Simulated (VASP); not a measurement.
# AlRu in VASP: further runs

Runs on AlRu. Level: PBEsol. Tasks: single point.

Everything below comes from runs of VASP 6.6.1. Logs are shortened: lines on timing, memory, paths and dates and some standing lists are left out, and cuts for length are marked.

### 1 The cell of the first run

The structure is tetragonal, space group P4/mmm (No. 123). The conventional cell has a = 2.949 Å, b = 2.949 Å, c = 3.066 Å, α = 90.00°, β = 90.00°, γ = 90.00°. Al (site symmetry 4/mmm) has 8 Ru at 2.59 Å and 6 Al at 2.95 to 3.07 Å within 3.4 Å. Within 3.4 Å of Ru (site symmetry 4/mmm) lie 8 Al at 2.59 Å and 6 Ru at 2.95 to 3.07 Å.

### 2 Single point, PBEsol (uniaxial strain along a: +3.0 %, then relaxed in part)

Input file INCAR:

```
SYSTEM = AlRu
ALGO     = Fast           ! electronic algorithm
EDIFF    = 1E-7           ! SCF threshold, eV
ENCUT    = 520            ! plane-wave cutoff, eV
GGA      = PS             ! functional
ISIF     = 2              ! what is computed and relaxed
ISMEAR   = 0              ! smearing method
LASPH    = .TRUE.         ! aspherical terms in the spheres
LCHARG   = .FALSE.        ! write CHGCAR
LREAL    = .FALSE.        ! projectors in reciprocal space
LWAVE    = .FALSE.        ! write WAVECAR
NBANDS   = 16             ! bands
NELM     = 60             ! most SCF steps
PREC     = Accurate       ! precision mode
SIGMA    = 0.1            ! smearing width, eV
```

Input file KPOINTS:

```
k-points
0
G
  18 18 18
  0 0 0
```

Input file POSCAR:

```
AlRu
1.0
    3.0656038881      0.0000000000      0.0000000000
    0.0000000000      2.9486430800      0.0000000000
    0.0000000000      0.0000000000      2.9486430800
Al Ru
1 1
Direct
    0.0000000000      0.0000000000      0.0000000000
    0.5000000000      0.5000000000      0.5000000000
```

Potentials or basis: VASP PAW PBE potentials, release 64 (Al, Ru_pv).

The run is started by

```sh
$ cat potpaw_PBE.64/Al/POTCAR potpaw_PBE.64/Ru_pv/POTCAR > POTCAR
$ mpirun -np 1 vasp_std > vasp.out
```

OUTCAR:

```text
SYSTEM = AlRu
   EDIFF = 1E-7
   ENCUT = 520
   GGA = PS
   ISIF = 2
   ISMEAR = 0
   LASPH = .TRUE.
   LREAL = .FALSE.
   NELM = 60
   PREC = Accurate

 ion  position               nearest neighbor table
   1  0.000  0.000  0.000-   2 2.59   2 2.59   2 2.59   2 2.59   2 2.59   2 2.59   2 2.59   2 2.59

   2  0.500  0.500  0.500-   1 2.59   1 2.59   1 2.59   1 2.59   1 2.59   1 2.59   1 2.59   1 2.59

  LATTYP: Found a simple tetragonal cell.
 ALAT       =     2.9486430800
 C/A-ratio  =     1.0396659768

  Lattice vectors:

 A1 = (   0.0000000000,   2.9486430800,   0.0000000000)
 A2 = (   0.0000000000,   0.0000000000,   2.9486430800)
 A3 = (   3.0656038881,   0.0000000000,   0.0000000000)

Analysis of symmetry for initial positions (statically):
=====================================================================
 Subroutine PRICEL returns:
 Original cell was already a primitive cell.

 Routine SETGRP: Setting up the symmetry group for a
 simple tetragonal supercell.

 Subroutine GETGRP returns: Found 16 space group operations
 (whereof 16 operations were pure point group operations)
 out of a pool of 16 trial point group operations.

The static configuration has the point symmetry D_4h.

Analysis of symmetry for dynamics (positions and initial velocities):
=====================================================================
 Subroutine PRICEL returns:
 Original cell was already a primitive cell.

 Routine SETGRP: Setting up the symmetry group for a
 simple tetragonal supercell.

 Subroutine GETGRP returns: Found 16 space group operations
 (whereof 16 operations were pure point group operations)
 out of a pool of 16 trial point group operations.

The dynamic configuration has the point symmetry D_4h.

 Subroutine INISYM returns: Found 16 space group operations
 (whereof 16 operations are pure point group operations),
 and found     1 'primitive' translations

----------------------------------------------------------------------------------------

                                     Primitive cell

  volume of cell :      26.6539

  direct lattice vectors                    reciprocal lattice vectors
     3.065603888  0.000000000  0.000000000     0.326200004  0.000000000  0.000000000
     0.000000000  2.948643080  0.000000000     0.000000000  0.339139046  0.000000000
     0.000000000  0.000000000  2.948643080     0.000000000  0.000000000  0.339139046

  length of vectors
     3.065603888  2.948643080  2.948643080     0.326200004  0.339139046  0.339139046

  position of ions in fractional coordinates (direct lattice)
     0.000000000  0.000000000  0.000000000
     0.500000000  0.500000000  0.500000000

  ion indices of the primitive-cell ions
   primitive index   ion index
                 1           1
                 2           2

----------------------------------------------------------------------------------------

 KPOINTS: k-points

Automatic generation of k-mesh.
 Grid dimensions read from file:
 generate k-points for:   18   18   18

 Generating k-lattice:

  Cartesian coordinates                     Fractional coordinates (reciprocal lattice)
     0.018122222  0.000000000  0.000000000     0.055555556  0.000000000  0.000000000
     0.000000000  0.018841058  0.000000000     0.000000000  0.055555556  0.000000000
     0.000000000  0.000000000  0.018841058     0.000000000  0.000000000  0.055555556

  Length of vectors
     0.018122222  0.018841058  0.018841058

  Shift w.r.t. Gamma in fractional coordinates (k-lattice)
     0.000000000  0.000000000  0.000000000

 Subroutine IBZKPT returns following result:
 ===========================================

 Found    550 irreducible k-points:

 Following reciprocal coordinates:
            Coordinates               Weight
  0.000000  0.000000  0.000000      1.000000
  0.055556  0.000000  0.000000      2.000000
  0.111111  0.000000  0.000000      2.000000
  0.166667  0.000000  0.000000      2.000000
  0.222222  0.000000  0.000000      2.000000
  0.277778  0.000000  0.000000      2.000000
[... 16 lines left out ...]
  0.111111  0.111111  0.000000      8.000000
  0.166667  0.111111  0.000000      8.000000
 [... further k-points ...]
   k-points           NKPTS =    550   k-points in BZ     NKDIM =    550   number of bands    NBANDS=     16
   number of dos      NEDOS =    301   number of ions     NIONS =      2
   total plane-waves  NPLWV =  13824
   dimension x,y,z NGX =    24 NGY =   24 NGZ =   24
   dimension x,y,z NGXF=    48 NGYF=   48 NGZF=   48
   ions per type =               1   1
   NGX,Y,Z   is equivalent  to a cutoff of  13.02, 13.53, 13.53 a.u.
   NGXF,Y,Z  is equivalent  to a cutoff of  26.03, 27.06, 27.06 a.u.
 SYSTEM =  AlRu
   PREC   = accura    normal or accurate (medium, high low for compatibility)
   ISTART =      0    job   : 0-new  1-cont  2-samecut
   ICHARG =      2    charge: 1-file 2-atom 10-const
   ISPIN  =      1    spin polarized calculation?
   LNONCOLLINEAR =      F non collinear calculations
   LSORBIT =      F    spin-orbit coupling
   LASPH  =      T    aspherical Exc in radial PAW
   ENCUT  =  520.0 eV  38.22 Ry    6.18 a.u.   5.70  5.48  5.48*2*pi/ulx,y,z
   NELM   =     60;   NELMIN=  2; NELMDL= -5     # of ELM steps
   EDIFF  = 0.1E-06   stopping-criterion for ELM
   LREAL  =      F    real-space projection
   EDIFFG = 0.1E-05   stopping-criterion for IOM
   NSW    =      0    number of steps for IOM
   IBRION =     -1    ionic relax: 0-MD 1-quasi-New 2-CG
   NFREE  =      0    steps in history (QN), initial steepest desc. (CG)
   ISIF   =      2    stress and relaxation
   ISYM   =      2    0-nonsym 1-usesym 2-fastsym
   POTIM  = 0.5000    time-step for ionic-motion
   TEBEG  =    0.0;   TEEND  =   0.0 temperature during run
   PSTRESS=    0.0 pullay stress
   NELECT =      17.0000    total number of electrons
   NUPDOWN=      -1.0000    fix difference up-down
   EMIN   =  10.00;   EMAX   =-10.00  energy-range for DOS
   EFERMI =   0.00;   METHOD = LEGACY
   ISMEAR =     0;   SIGMA  =   0.10  broadening in eV -4-tet -1-fermi 0-gaus
   EFERMI_NEDOS =   21; number of points for ismear=-14 and -15
   IALGO  =     68    algorithm
   IMIX   =      4    mixing-type and parameters
     AMIX     =   0.40;   BMIX     =  1.00
     AMIX_MAG =   1.60;   BMIX_MAG =  1.00
  volume/ion in A,a.u.               =      13.33        89.93
  Fermi-wavevector in a.u.,A,eV,Ry     =   1.409195  2.662992 27.018852  1.985830
  Thomas-Fermi vector in A             =   2.531275
   LORBIT       =      0    0 simple, 1 ext, 2 COOP (PROOUT), +10 PAW based schemes
   GGA     = PS    functional components
   LHFCALC =     F    Hartree Fock is set to
   AEXX    =    0.0000 exact exchange contribution
   IVDW    =     0    specifies the selected vdW correction
   LEPSILON=     F    determine dielectric tensor
   LRPA    =     F    only Hartree local field effects (RPA)
 non-spin polarized calculation
 RMM-DIIS sequential band-by-band and
 Gauss-broadening in eV      SIGMA  =   0.10
  energy-cutoff  :      520.00
  volume of cell :       26.65
 maximum number of plane-waves:       739
 NGX is ok and might be reduce to    24
   NGX = 11   NGY = 11   NGZ = 11

 number of electron      16.9999999 magnetization

 Free energy of the ion-electron system (eV)
  ---------------------------------------------------
  ext. energy  EPLUGINS =         0.00000000
  ---------------------------------------------------
  free energy    TOTEN  =       -15.50858026 eV

  energy without entropy =      -15.50087700  energy(sigma->0) =      -15.50472863

 E-fermi :  10.6686     XC(G=0): -12.7102

 val. band max:       10.6637432770   @ k =   0.3333   0.1667   0.0000
 cond. band min:      10.6755446857   @ k =   0.5000   0.4444   0.1111
 fundamental gap:      0.0118014087
 Fermi energy:        10.6685560623

 k-point     1 :       0.0000    0.0000    0.0000
  band No.  band energies     occupation
      1     -31.0866      2.00000
      2     -31.0361      2.00000
      3     -31.0361      2.00000
      4       0.9485      2.00000
      5       7.0256      2.00000
      6       7.0540      2.00000
[... 8 lines left out ...]
     15      22.6539      0.00000
     16      25.8810      0.00000

 k-point     2 :       0.0556    0.0000    0.0000
  band No.  band energies     occupation
      1     -31.0917      2.00000
      2     -31.0357      2.00000
      3     -31.0357      2.00000
      4       1.0056      2.00000
      5       7.0388      2.00000
      6       7.0725      2.00000
[... 8 lines left out ...]
     15      22.6539      0.00000
     16      26.0125      0.00000

 k-point     3 :       0.1111    0.0000    0.0000
  band No.  band energies     occupation
      1     -31.1063      2.00000
      2     -31.0345      2.00000
      3     -31.0345      2.00000
      4       1.1756      2.00000
      5       7.0691      2.00000
      6       7.1266      2.00000
[... 8 lines left out ...]
     15      22.6544      0.00000
     16      26.4383      0.00000

 k-point     4 :       0.1667    0.0000    0.0000
  band No.  band energies     occupation
      1     -31.1287      2.00000
      2     -31.0328      2.00000
      3     -31.0328      2.00000
      4       1.4537      2.00000
      5       7.0878      2.00000
      6       7.2116      2.00000
[... 8 lines left out ...]
     15      23.0447      0.00000
     16      27.2162      0.00000

 k-point     5 :       0.2222    0.0000    0.0000
  band No.  band energies     occupation
      1     -31.1560      2.00000
      2     -31.0306      2.00000
      3     -31.0306      2.00000
      4       1.8330      2.00000
      5       7.0468      2.00000
      6       7.3198      2.00000
[... 8 lines left out ...]
     15      23.4602      0.00000
     16      27.7322      0.00000

 k-point     6 :       0.2778    0.0000    0.0000
  band No.  band energies     occupation
      1     -31.1849      2.00000
      2     -31.0282      2.00000
      3     -31.0282      2.00000
      4       2.3036      2.00000
      5       6.8870      2.00000
      6       7.4400      2.00000
[... 8 lines left out ...]
     15      23.7107      0.00000
     16      26.7356      0.00000
[... 267 lines left out ...]
 k-point    21 :       0.0000    0.1111    0.0000
  band No.  band energies     occupation
      1     -31.0840      2.00000
      2     -31.0649      2.00000
      3     -31.0337      2.00000
      4       1.1912      2.00000
      5       7.1190      2.00000
      6       7.1451      2.00000
[... 8 lines left out ...]
     15      22.6582      0.00000
     16      26.7388      0.00000

 k-point    22 :       0.0556    0.1111    0.0000
  band No.  band energies     occupation
      1     -31.0891      2.00000
      2     -31.0644      2.00000
      3     -31.0333      2.00000
      4       1.2473      2.00000
      5       7.1336      2.00000
      6       7.1648      2.00000
[... 8 lines left out ...]
     15      22.6581      0.00000
     16      26.8427      0.00000

 k-point    23 :       0.1111    0.1111    0.0000
  band No.  band energies     occupation
      1     -31.1037      2.00000
      2     -31.0632      2.00000
      3     -31.0321      2.00000
      4       1.4138      2.00000
      5       7.1672      2.00000
      6       7.2226      2.00000
[... 8 lines left out ...]
     15      22.7544      0.00000
     16      27.1777      0.00000

 k-point    24 :       0.1667    0.1111    0.0000
  band No.  band energies     occupation
      1     -31.1259      2.00000
      2     -31.0613      2.00000
      3     -31.0303      2.00000
      4       1.6860      2.00000
      5       7.1912      2.00000
      6       7.3114      2.00000
[... 8 lines left out ...]
     15      23.3913      0.00000
     16      27.6620      0.00000

 [... further k-points ...]

------------------------ aborting loop because EDIFF is reached ----------------------------------------

  FORCE on cell =-STRESS in cart. coord.  units (eV):
  Direction    XX          YY          ZZ          XY          YZ          ZX
  --------------------------------------------------------------------------------------
  -------------------------------------------------------------------------------------
  Total       -1.1047040      0.0100876      0.0100876      0.0000000      0.0000000     -0.0000000
  in kB      -66.4042784      0.6063699      0.6063699      0.0000000      0.0000000     -0.0000000
  external PRESSURE =     -21.7305129 kB  Pullay stress =       0.0000000 kB

 VOLUME and BASIS-vectors are now :
 -----------------------------------------------------------------------------
  energy-cutoff  :      520.00
  volume of cell :       26.65
      direct lattice vectors                 reciprocal lattice vectors
     3.065603888  0.000000000  0.000000000     0.326200004  0.000000000  0.000000000
     0.000000000  2.948643080  0.000000000     0.000000000  0.339139046  0.000000000
     0.000000000  0.000000000  2.948643080     0.000000000  0.000000000  0.339139046

 POSITION                                       TOTAL-FORCE (eV/Angst)
 -----------------------------------------------------------------------------------
      0.00000      0.00000      0.00000         0.000000      0.000000      0.000000
      1.53280      1.47432      1.47432         0.000000      0.000000      0.000000
 -----------------------------------------------------------------------------------
    total drift:                                0.000000     -0.000000     -0.000000

  FREE ENERGIE OF THE ION-ELECTRON SYSTEM (eV)
  ---------------------------------------------------
  free  energy   TOTEN  =       -15.5085802622 eV

  energy  without entropy=      -15.5008770039  energy(sigma->0) =      -15.50472863
```

Run time: 4.9 min. Hardware: 1 thread of AMD EPYC 7R13, shared host; peak memory 0.3 GiB.

Results:

| Quantity | Value |
| --- | --- |
| Free energy | -15.5086 eV |
| Pressure | -2.2 GPa |
| Band gap on the k mesh | zero (an odd number of electrons rules out a gap without spin polarisation) |

Stress tensor (GPa, compression positive):
```
-6.64  0.00  0.00
 0.00  0.06  0.00
 0.00  0.00  0.06
```

Levels at points of the mesh, in eV from the Fermi level:
| k point | band 7 | band 8 | band 9 | band 10 | band 11 | band 12 |
| --- | --- | --- | --- | --- | --- | --- |
| (0.00, 0.00, 0.00) | 0.11 | 0.11 | 0.35 | 5.31 | 6.49 | 6.49 |
| (0.50, 0.00, 0.00) | -1.45 | -1.45 | 0.56 | 1.84 | 7.48 | 11.35 |
| (0.00, 0.50, 0.00) | -1.92 | -1.47 | 0.39 | 2.52 | 7.40 | 10.36 |
| (0.50, 0.50, 0.00) | -1.31 | -1.12 | -1.00 | 1.42 | 5.16 | 6.22 |
| (0.00, 0.50, 0.50) | -1.41 | -1.23 | -1.23 | 1.71 | 5.65 | 6.47 |
| (0.50, 0.50, 0.50) | 1.47 | 1.78 | 2.63 | 3.94 | 4.19 | 4.19 |

Caveat: the cell differs from its parent crystal (uniaxial strain along a: +3.0 %, then relaxed in part); the stress differs along the axes, from -7 to 0 GPa; the PAW data sets were made with another functional, which shifts forces and pressure a little.

### 3 Single point, PBEsol (uniaxial strain along a: +3.0 %)

Input file INCAR:

```
PREC = Accurate
ENCUT = 520
EDIFF = 1E-7
ISMEAR = 0
SIGMA = 0.1
LREAL = False
LASPH = True
NELM = 80
ALGO = Fast
ISIF = 2
LWAVE = False
LCHARG = False
GGA = PS
NBANDS = 16
```

Input file KPOINTS:

```
regular mesh
0
Gamma
  18 18 18
```

Input file POSCAR:

```
AlRu
1.0
    3.0656038881      0.0000000000      0.0000000000
    0.0000000000      2.9539920961      0.0000000000
    0.0000000000      0.0000000000      2.9539920961
Al Ru
1 1
Direct
    0.0000000000      0.0000000000      0.0000000000
    0.5000000000      0.5000000000      0.5000000000
```

Potentials or basis: VASP PAW PBE potentials, release 64 (Al, Ru_pv).

The run is started by

```sh
$ cat potpaw_PBE.64/Al/POTCAR potpaw_PBE.64/Ru_pv/POTCAR > POTCAR
$ mpirun -np 1 vasp_std > vasp.out
```

Wall time 6.1 min (1 thread of AMD EPYC 7R13, shared host); peak memory 0.3 GiB.

It converged, with:

```yaml
Free_energy: -15.5084 eV
Pressure: -2.9 GPa
Band_gap_on_the_k_mesh: zero (an odd number of electrons rules out a gap without spin polarisation)
```

Stress tensor (GPa, compression positive):
```
-7.17  0.00  0.00
 0.00 -0.83  0.00
 0.00  0.00 -0.83
```

Levels at points of the mesh, in eV from the Fermi level:
| k point | band 6 | band 7 | band 8 | band 9 | band 10 | band 11 | band 12 | band 13 |
| --- | --- | --- | --- | --- | --- | --- | --- | --- |
| (0.00, 0.00, 0.00) | -3.59 | 0.11 | 0.11 | 0.34 | 5.33 | 6.45 | 6.45 | 10.91 |
| (0.50, 0.00, 0.00) | -2.90 | -1.45 | -1.45 | 0.55 | 1.85 | 7.48 | 11.32 | 11.32 |
| (0.00, 0.50, 0.00) | -2.76 | -1.90 | -1.47 | 0.39 | 2.49 | 7.41 | 10.37 | 11.33 |
| (0.50, 0.50, 0.00) | -1.57 | -1.31 | -1.11 | -1.00 | 1.42 | 5.14 | 6.19 | 10.90 |
| (0.00, 0.50, 0.50) | -1.39 | -1.39 | -1.24 | -1.24 | 1.69 | 5.61 | 6.42 | 10.06 |
| (0.50, 0.50, 0.50) | -4.62 | 1.47 | 1.76 | 2.61 | 3.94 | 4.18 | 4.18 | 8.39 |

Caveat: the cell differs from its parent crystal (uniaxial strain along a: +3.0 %); the stress differs along the axes, from -7 to -1 GPa; the PAW data sets were made with another functional, which shifts forces and pressure a little.

### 4 Single point, PBEsol (uniaxial strain along a: +4.5 %, then relaxed in part)

Input file INCAR:

```
PREC     = Accurate       # precision mode
ENCUT    = 520            # plane-wave cutoff, eV
EDIFF    = 1E-7           # SCF threshold, eV
ISMEAR   = 0              # smearing method
SIGMA    = 0.1            # smearing width, eV
LREAL    = F              # projectors in reciprocal space
LASPH    = T              # aspherical terms in the spheres
NELM     = 80             # most SCF steps
ALGO     = Fast           # electronic algorithm
ISIF     = 2              # what is computed and relaxed
LWAVE    = F              # write WAVECAR
LCHARG   = T              # write CHGCAR
GGA      = PS             # functional
LELF     = T              # ELF
LVHAR    = T            
NBANDS   = 16             # bands
```

Input file KPOINTS:

```
Automatic mesh
0
Gamma
  18 18 18
```

Input file POSCAR:

```
AlRu
1.0
    3.1102486050      0.0000000000      0.0000000000
    0.0000000000      2.9355801310      0.0000000000
    0.0000000000      0.0000000000      2.9355801310
Al Ru
1 1
Direct
    0.0000000000      0.0000000000      0.0000000000
    0.5000000000      0.5000000000      0.5000000000
```

The run is started by

```sh
$ cat potpaw_PBE.64/Al/POTCAR potpaw_PBE.64/Ru_pv/POTCAR > POTCAR
$ mpirun -np 1 vasp_std > vasp.out
```

Wall time 6.1 min (1 thread of AMD EPYC 7R13, shared host); peak memory 0.3 GiB.

Results (log left out):

```yaml
Free_energy: -15.4890 eV
Pressure: -3.1 GPa
Band_gap_on_the_k_mesh: zero (an odd number of electrons rules out a gap without spin polarisation)
```

Stress tensor (GPa, compression positive):
```
-9.53  0.00  0.00
 0.00  0.05  0.00
 0.00  0.00  0.05
```

Levels at points of the mesh, in eV from the Fermi level:
```tsv
k point	band 6	band 7	band 8	band 9	band 10	band 11	band 12	band 13
(0.00, 0.00, 0.00)	-3.59	0.07	0.07	0.42	4.92	6.64	6.64	10.84
(0.50, 0.00, 0.00)	-2.95	-1.37	-1.37	0.60	1.59	7.50	11.48	11.48
(0.00, 0.50, 0.00)	-2.75	-2.06	-1.40	0.37	2.60	7.36	10.01	11.49
(0.50, 0.50, 0.00)	-1.68	-1.28	-1.08	-0.91	1.33	5.07	6.09	11.05
(0.00, 0.50, 0.50)	-1.52	-1.52	-1.17	-1.17	1.77	5.77	6.46	9.75
(0.50, 0.50, 0.50)	-4.60	1.38	1.83	2.59	3.85	4.21	4.21	8.24
```

Caveat: the cell differs from its parent crystal (uniaxial strain along a: +4.5 %, then relaxed in part); the stress differs along the axes, from -10 to 0 GPa; the PAW data sets were made with another functional, which shifts forces and pressure a little.

(Part 1 of 2 ends here.)
